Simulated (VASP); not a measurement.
# C (P-1) in VASP: further runs

Runs on C. Level: PBEsol+D3(BJ). Tasks: single point.

All numbers are computed with VASP 6.6.1; they aren't measurements. Logs are shortened: lines on timing, memory, paths and dates and some standing lists are left out, and cuts for length are marked.

**1. The cell of the first run**

The typed cell holds 2 atoms: a = 3.637 Å, b = 3.637 Å, c = 3.637 Å, α = 40.19°, β = 40.19°, γ = 40.19°.

**2. Single point, PBEsol+D3(BJ) (atoms displaced along a vibrational mode, the cell strained)**

File INCAR:

```
PREC = Accurate
ENCUT = 520
EDIFF = 1E-6
ISMEAR = 0
SIGMA = 0.05
LREAL = False
LASPH = True
NELM = 60
ALGO = Normal
ISIF = 2
LWAVE = False
LCHARG = False
GGA = PS
IVDW = 12
NBANDS = 11
```

File KPOINTS:

```
Automatic mesh
0
Gamma
  15 15 15
```

File POSCAR:

```
C
1.0
    1.2496570437      0.7214898306      3.3384014311
   -1.2496570437      0.7214898306      3.3384014311
    0.0000000000     -1.4429796611      3.3384014311
C
2
Direct
    0.1503118573      0.1828551861      0.1665835217
    0.8496881427      0.8171448139      0.8334164783
```

Potentials or basis: VASP PAW PBE potentials, release 64 (C).

The run is started by

```
cat potpaw_PBE.64/C/POTCAR > POTCAR
mpirun -np 1 vasp_std > vasp.out
```

OUTCAR:

```text
PREC = Accurate
   ENCUT = 520
   EDIFF = 1E-6
   ISMEAR = 0
   LREAL = False
   LASPH = True
   NELM = 60
   ISIF = 2
   GGA = PS
   IVDW = 12
 IVDW          = 12

 ion  position               nearest neighbor table
   1  0.150  0.183  0.167-   2 1.37   2 1.45   2 1.51
   2  0.850  0.817  0.833-   1 1.37   1 1.45   1 1.51

  LATTYP: Found a trigonal (rhomboedric) cell.
 ALAT       =     3.6369100096
 COS(alpha) =     0.7638725005

  Lattice vectors:

 A1 = (   1.2496570437,   0.7214898306,   3.3384014311)
 A2 = (  -1.2496570437,   0.7214898306,   3.3384014311)
 A3 = (   0.0000000000,  -1.4429796611,   3.3384014311)

Analysis of symmetry for initial positions (statically):
=====================================================================
 Subroutine PRICEL returns:
 Original cell was already a primitive cell.

 Routine SETGRP: Setting up the symmetry group for a
 trigonal (rhombohedral) supercell.

 Subroutine GETGRP returns: Found  2 space group operations
 (whereof  2 operations were pure point group operations)
 out of a pool of 12 trial point group operations.

The static configuration has the point symmetry S_2 .

Analysis of symmetry for dynamics (positions and initial velocities):
=====================================================================
 Subroutine PRICEL returns:
 Original cell was already a primitive cell.

 Routine SETGRP: Setting up the symmetry group for a
 trigonal (rhombohedral) supercell.

 Subroutine GETGRP returns: Found  2 space group operations
 (whereof  2 operations were pure point group operations)
 out of a pool of 12 trial point group operations.

The dynamic configuration has the point symmetry S_2 .

 Subroutine INISYM returns: Found  2 space group operations
 (whereof  2 operations are pure point group operations),
 and found     1 'primitive' translations

----------------------------------------------------------------------------------------

                                     Primitive cell

  volume of cell :      18.0597

  direct lattice vectors                    reciprocal lattice vectors
     1.249657044  0.721489831  3.338401431     0.400109776  0.231003487  0.099848188
    -1.249657044  0.721489831  3.338401431    -0.400109776  0.231003487  0.099848188
     0.000000000 -1.442979661  3.338401431     0.000000000 -0.462006974  0.099848188

  length of vectors
     3.636910010  3.636910010  3.636910010     0.472673359  0.472673359  0.472673359

  position of ions in fractional coordinates (direct lattice)
     0.150311857  0.182855186  0.166583522
     0.849688143  0.817144814  0.833416478

  ion indices of the primitive-cell ions
   primitive index   ion index
                 1           1
                 2           2

----------------------------------------------------------------------------------------

 KPOINTS: Automatic mesh

Automatic generation of k-mesh.
 Grid dimensions read from file:
 generate k-points for:   15   15   15

 Generating k-lattice:

  Cartesian coordinates                     Fractional coordinates (reciprocal lattice)
     0.026673985  0.015400232  0.006656546     0.066666667  0.000000000  0.000000000
    -0.026673985  0.015400232  0.006656546     0.000000000  0.066666667  0.000000000
     0.000000000 -0.030800465  0.006656546     0.000000000  0.000000000  0.066666667

  Length of vectors
     0.031511557  0.031511557  0.031511557

  Shift w.r.t. Gamma in fractional coordinates (k-lattice)
     0.000000000  0.000000000  0.000000000

 Subroutine IBZKPT returns following result:
 ===========================================

 Found   1688 irreducible k-points:

 Following reciprocal coordinates:
            Coordinates               Weight
  0.000000  0.000000  0.000000      1.000000
  0.066667  0.000000  0.000000      2.000000
  0.000000  0.066667  0.000000      2.000000
  0.000000  0.000000  0.066667      2.000000
  0.133333  0.000000  0.000000      2.000000
  0.000000  0.133333  0.000000      2.000000
[... 16 lines left out ...]
  0.066667  0.066667  0.000000      2.000000
 -0.066667 -0.000000 -0.066667      2.000000
 [... further k-points ...]
   k-points           NKPTS =   1688   k-points in BZ     NKDIM =   1688   number of bands    NBANDS=     11
   number of dos      NEDOS =    301   number of ions     NIONS =      2
   total plane-waves  NPLWV =  21952
   dimension x,y,z NGX =    28 NGY =   28 NGZ =   28
   dimension x,y,z NGXF=    56 NGYF=   56 NGZF=   56
   ions per type =               2
   NGX,Y,Z   is equivalent  to a cutoff of  12.80, 12.80, 12.80 a.u.
   NGXF,Y,Z  is equivalent  to a cutoff of  25.60, 25.60, 25.60 a.u.
 SYSTEM =  unknown system
   PREC   = accura    normal or accurate (medium, high low for compatibility)
   ISTART =      0    job   : 0-new  1-cont  2-samecut
   ICHARG =      2    charge: 1-file 2-atom 10-const
   ISPIN  =      1    spin polarized calculation?
   LNONCOLLINEAR =      F non collinear calculations
   LSORBIT =      F    spin-orbit coupling
   LASPH  =      T    aspherical Exc in radial PAW
   ENCUT  =  520.0 eV  38.22 Ry    6.18 a.u.   6.76  6.76  6.76*2*pi/ulx,y,z
   NELM   =     60;   NELMIN=  2; NELMDL= -5     # of ELM steps
   EDIFF  = 0.1E-05   stopping-criterion for ELM
   LREAL  =      F    real-space projection
   EDIFFG = 0.1E-04   stopping-criterion for IOM
   NSW    =      0    number of steps for IOM
   IBRION =     -1    ionic relax: 0-MD 1-quasi-New 2-CG
   NFREE  =      0    steps in history (QN), initial steepest desc. (CG)
   ISIF   =      2    stress and relaxation
   ISYM   =      2    0-nonsym 1-usesym 2-fastsym
   POTIM  = 0.5000    time-step for ionic-motion
   TEBEG  =    0.0;   TEEND  =   0.0 temperature during run
   PSTRESS=    0.0 pullay stress
   NELECT =       8.0000    total number of electrons
   NUPDOWN=      -1.0000    fix difference up-down
   EMIN   =  10.00;   EMAX   =-10.00  energy-range for DOS
   EFERMI =   0.00;   METHOD = LEGACY
   ISMEAR =     0;   SIGMA  =   0.05  broadening in eV -4-tet -1-fermi 0-gaus
   EFERMI_NEDOS =   21; number of points for ismear=-14 and -15
   IALGO  =     38    algorithm
   IMIX   =      4    mixing-type and parameters
     AMIX     =   0.40;   BMIX     =  1.00
     AMIX_MAG =   1.60;   BMIX_MAG =  1.00
  volume/ion in A,a.u.               =       9.03        60.94
  Fermi-wavevector in a.u.,A,eV,Ry     =   1.247962  2.358305 21.189823  1.557408
  Thomas-Fermi vector in A             =   2.382070
   LORBIT       =      0    0 simple, 1 ext, 2 COOP (PROOUT), +10 PAW based schemes
   GGA     = PS    functional components
   LHFCALC =     F    Hartree Fock is set to
   AEXX    =    0.0000 exact exchange contribution
   IVDW    =    12    specifies the selected vdW correction
   LEPSILON=     F    determine dielectric tensor
   LRPA    =     F    only Hartree local field effects (RPA)
 non-spin polarized calculation
 Gauss-broadening in eV      SIGMA  =   0.05
  energy-cutoff  :      520.00
  volume of cell :       18.06
 maximum number of plane-waves:       517
   NGX = 13   NGY = 13   NGZ = 13

 number of electron       8.0000000 magnetization

 Free energy of the ion-electron system (eV)
  ---------------------------------------------------
  ext. energy  EPLUGINS =         0.00000000
  ---------------------------------------------------
  free energy    TOTEN  =       -19.09088365 eV

  energy without entropy =      -19.09088185  energy(sigma->0) =      -19.09088275

 E-fermi :   4.4314     XC(G=0): -10.4930

 val. band max:        4.3459191123   @ k =   0.0000  -0.3333   0.2667
 cond. band min:       4.5169192919   @ k =   0.4000   0.0667  -0.2667
 fundamental gap:      0.1710001795
 Fermi energy:         4.4314137874

 k-point     1 :       0.0000    0.0000    0.0000
  band No.  band energies     occupation
      1     -14.9131      2.00000
      2      -1.8654      2.00000
      3       0.2808      2.00000
      4       2.6390      2.00000
      5       8.6524      0.00000
      6      10.9405      0.00000
      7      13.9589      0.00000
      8      15.3223      0.00000
      9      16.3437      0.00000
     10      26.2609      0.00000
     11      29.4913      0.00000

 k-point     2 :       0.0667    0.0000    0.0000
  band No.  band energies     occupation
      1     -14.8074      2.00000
      2      -1.7659      2.00000
      3       0.1030      2.00000
      4       2.1382      2.00000
      5       8.7948      0.00000
      6      11.1491      0.00000
      7      14.3573      0.00000
      8      15.0024      0.00000
      9      16.4771      0.00000
     10      26.5852      0.00000
     11      28.3462      0.00000

 k-point     3 :       0.0000    0.0667    0.0000
  band No.  band energies     occupation
      1     -14.8091      2.00000
      2      -1.7588      2.00000
      3      -0.0538      2.00000
      4       2.3339      2.00000
      5       8.8022      0.00000
      6      11.3860      0.00000
      7      13.9230      0.00000
      8      14.9347      0.00000
      9      16.5980      0.00000
     10      26.6300      0.00000
     11      28.9732      0.00000

 k-point     4 :       0.0000    0.0000    0.0667
  band No.  band energies     occupation
      1     -14.8083      2.00000
      2      -1.7621      2.00000
      3       0.0005      2.00000
      4       2.2830      2.00000
      5       8.7998      0.00000
      6      11.1258      0.00000
      7      14.2971      0.00000
      8      14.9696      0.00000
      9      16.5039      0.00000
     10      26.6002      0.00000
     11      28.5269      0.00000

 k-point     5 :       0.1333    0.0000    0.0000
  band No.  band energies     occupation
      1     -14.4917      2.00000
      2      -1.4693      2.00000
      3      -0.3988      2.00000
      4       0.9075      2.00000
      5       9.2305      0.00000
      6      11.5149      0.00000
      7      14.1081      0.00000
      8      15.4607      0.00000
      9      16.9571      0.00000
     10      26.0954      0.00000
     11      27.5683      0.00000
[... 211 lines left out ...]
 k-point    21 :       0.0000    0.4667    0.0000
  band No.  band energies     occupation
      1     -10.0184      2.00000
      2      -8.5924      2.00000
      3      -1.3453      2.00000
      4       2.8120      2.00000
      5       5.8123      0.00000
      6      11.7336      0.00000
      7      15.4161      0.00000
      8      17.0760      0.00000
      9      22.7371      0.00000
     10      22.9923      0.00000
     11      24.0200      0.00000

 k-point    22 :       0.0000    0.0000    0.4667
  band No.  band energies     occupation
      1     -10.1189      2.00000
      2      -8.2379      2.00000
      3      -1.6775      2.00000
      4       2.3327      2.00000
      5       6.5620      0.00000
      6      11.2499      0.00000
      7      15.4328      0.00000
      8      17.1953      0.00000
      9      22.4589      0.00000
     10      23.8381      0.00000
     11      24.0012      0.00000

 k-point    23 :       0.0667    0.0667    0.0000
  band No.  band energies     occupation
      1     -14.8038      2.00000
      2      -1.8001      2.00000
      3       0.0007      2.00000
      4       2.2829      2.00000
      5       8.8749      0.00000
      6      11.1225      0.00000
      7      14.3016      0.00000
      8      14.9682      0.00000
      9      16.4993      0.00000
     10      26.5957      0.00000
     11      28.4146      0.00000

 k-point    24 :      -0.0667   -0.0000   -0.0667
  band No.  band energies     occupation
      1     -14.8047      2.00000
      2      -1.7967      2.00000
      3      -0.0507      2.00000
      4       2.3292      2.00000
      5       8.8770      0.00000
      6      11.3873      0.00000
      7      13.9107      0.00000
      8      14.9343      0.00000
      9      16.6118      0.00000
     10      26.6050      0.00000
     11      28.9034      0.00000

 [... further k-points ...]

------------------------ aborting loop because EDIFF is reached ----------------------------------------

 Edisp (eV)   -0.21970

 E8    (eV) :    -0.1068

  FORCE on cell =-STRESS in cart. coord.  units (eV):
  Direction    XX          YY          ZZ          XY          YZ          ZX
  --------------------------------------------------------------------------------------
  -------------------------------------------------------------------------------------
  Total      -1.64242    -1.79995    -0.04502    -0.73162    -0.00286    -0.00546
  in kB    -145.70835  -159.68350    -3.99414   -64.90606    -0.25396    -0.48480
  external pressure =     -103.13 kB  Pullay stress =        0.00 kB

 VOLUME and BASIS-vectors are now :
 -----------------------------------------------------------------------------
  energy-cutoff  :      520.00
  volume of cell :       18.06
      direct lattice vectors                 reciprocal lattice vectors
     1.249657044  0.721489831  3.338401431     0.400109776  0.231003487  0.099848188
    -1.249657044  0.721489831  3.338401431    -0.400109776  0.231003487  0.099848188
     0.000000000 -1.442979661  3.338401431     0.000000000 -0.462006974  0.099848188

 POSITION                                       TOTAL-FORCE (eV/Angst)
 -----------------------------------------------------------------------------------
     -0.04067      0.00000      1.66837         3.960565     -0.377925      0.008832
      0.04067      0.00000      8.34684        -3.960565      0.377925     -0.008832
 -----------------------------------------------------------------------------------
    total drift:                               -0.000000      0.000000      0.000000

  FREE ENERGIE OF THE ION-ELECTRON SYSTEM (eV)
  ---------------------------------------------------
  free  energy   TOTEN  =       -19.3105861036 eV

  energy  without entropy=      -19.3105843039  energy(sigma->0) =      -19.31058520
```

Wall time 10 min (1 thread of Intel Xeon 8259CL, shared host); peak memory 0.4 GiB.

What came out:

```yaml
Free_energy: -19.3106 eV
Pressure: -10.3 GPa
Largest_force: 3.979 eV/Å
Dispersion_energy_per_atom: -0.110 eV
```

Forces on the atoms (eV/Å):
```
C    3.961 -0.378  0.009
C   -3.961  0.378 -0.009
```

Caveat: the cell differs from its parent crystal (atoms displaced along a vibrational mode, the cell strained); the cell stands under tension; the PAW data sets were made with another functional, which shifts forces and pressure a little.

**3. Single point, PBEsol+D3(BJ) (atoms displaced along a vibrational mode, the cell strained)**

INCAR: that of step 2 with these lines changed.

```diff
@@ -7,3 +7,3 @@
 LASPH = True
-NELM = 60
+NELM = 100
 ALGO = Normal
```

KPOINTS is that of step 2.

File POSCAR:

```
C
1.0
    1.2598588274      0.7273798331      3.3656550279
   -1.2598588274      0.7273798331      3.3656550279
    0.0000000000     -1.4547596662      3.3656550279
C
2
Direct
    0.1584476895      0.1747193539      0.1665835217
    0.8415523105      0.8252806461      0.8334164783
```

Potentials or basis: VASP PAW PBE potentials, release 64 (C).

The run is started by

```
cat potpaw_PBE.64/C/POTCAR > POTCAR
mpirun -np 1 vasp_std > vasp.out
```

OUTCAR:

```text
PREC = Accurate
   ENCUT = 520
   EDIFF = 1E-6
   ISMEAR = 0
   LREAL = False
   LASPH = True
   NELM = 100
   ISIF = 2
   GGA = PS
   IVDW = 12
 IVDW          = 12

 ion  position               nearest neighbor table
   1  0.158  0.175  0.167-   2 1.42   2 1.46   2 1.49
   2  0.842  0.825  0.833-   1 1.42   1 1.46   1 1.49

  LATTYP: Found a trigonal (rhomboedric) cell.
 ALAT       =     3.6666005309
 COS(alpha) =     0.7638725005

  Lattice vectors:

 A1 = (   1.2598588274,   0.7273798331,   3.3656550279)
 A2 = (  -1.2598588274,   0.7273798331,   3.3656550279)
 A3 = (   0.0000000000,  -1.4547596662,   3.3656550279)

Analysis of symmetry for initial positions (statically):
=====================================================================
 Subroutine PRICEL returns:
 Original cell was already a primitive cell.

 Routine SETGRP: Setting up the symmetry group for a
 trigonal (rhombohedral) supercell.

 Subroutine GETGRP returns: Found  2 space group operations
 (whereof  2 operations were pure point group operations)
 out of a pool of 12 trial point group operations.

The static configuration has the point symmetry S_2 .

Analysis of symmetry for dynamics (positions and initial velocities):
[... 174 lines left out ...]
      7      12.8661      0.00000
      8      14.7964      0.00000
      9      15.5124      0.00000
     10      25.7834      0.00000
     11      29.1232      0.00000
[... 309 lines left out ...]
 k-point    24 :      -0.0667   -0.0000   -0.0667
  band No.  band energies     occupation
      1     -14.8106      2.00000
      2      -1.8721      2.00000
      3       0.2655      2.00000
      4       1.5352      2.00000
      5       8.6825      0.00000
      6      11.7437      0.00000
      7      12.8815      0.00000
      8      14.4382      0.00000
      9      15.7566      0.00000
     10      26.1076      0.00000
     11      28.2338      0.00000

 [... further k-points ...]

------------------------ aborting loop because EDIFF is reached ----------------------------------------

 Edisp (eV)   -0.21600

 E8    (eV) :    -0.1050

  FORCE on cell =-STRESS in cart. coord.  units (eV):
  Direction    XX          YY          ZZ          XY          YZ          ZX
  --------------------------------------------------------------------------------------
  -------------------------------------------------------------------------------------
  Total      -3.09145    -3.13178    -0.07751    -0.28692    -0.00075    -0.00180
  in kB    -267.65054  -271.14290    -6.71098   -24.84108    -0.06473    -0.15590
  external pressure =     -181.83 kB  Pullay stress =        0.00 kB

 VOLUME and BASIS-vectors are now :
 -----------------------------------------------------------------------------
  energy-cutoff  :      520.00
  volume of cell :       18.51
      direct lattice vectors                 reciprocal lattice vectors
     1.259858827  0.727379833  3.365655028     0.396869863  0.229132922  0.099039661
    -1.259858827  0.727379833  3.365655028    -0.396869863  0.229132922  0.099039661
     0.000000000 -1.454759666  3.365655028     0.000000000 -0.458265844  0.099039661

 POSITION                                       TOTAL-FORCE (eV/Angst)
 -----------------------------------------------------------------------------------
     -0.02050      0.00000      1.68199         1.883344     -0.087872      0.005441
      0.02050     -0.00000      8.41498        -1.883344      0.087872     -0.005441
 -----------------------------------------------------------------------------------
    total drift:                                0.000000      0.000000     -0.000000

  FREE ENERGIE OF THE ION-ELECTRON SYSTEM (eV)
  ---------------------------------------------------
  free  energy   TOTEN  =       -19.3890331617 eV

  energy  without entropy=      -19.3890313227  energy(sigma->0) =      -19.38903224
```

Wall time 8.9 min (1 thread of Intel Xeon 8259CL, shared host); peak memory 0.4 GiB.

What came out:

* Free energy: -19.3890 eV
* Pressure: -18.2 GPa
* Largest force: 1.885 eV/Å
* Dispersion energy per atom: -0.108 eV

Forces in eV/Å, atoms in the order of the input:
```
C    1.883 -0.088  0.005
C   -1.883  0.088 -0.005
```

Stress tensor (GPa, compression positive):
```
-26.77  -2.48  -0.02
 -2.48 -27.11  -0.01
 -0.02  -0.01  -0.67
```

Caveat: the cell differs from its parent crystal (atoms displaced along a vibrational mode, the cell strained); the cell stands under tension; the PAW data sets were made with another functional, which shifts forces and pressure a little.
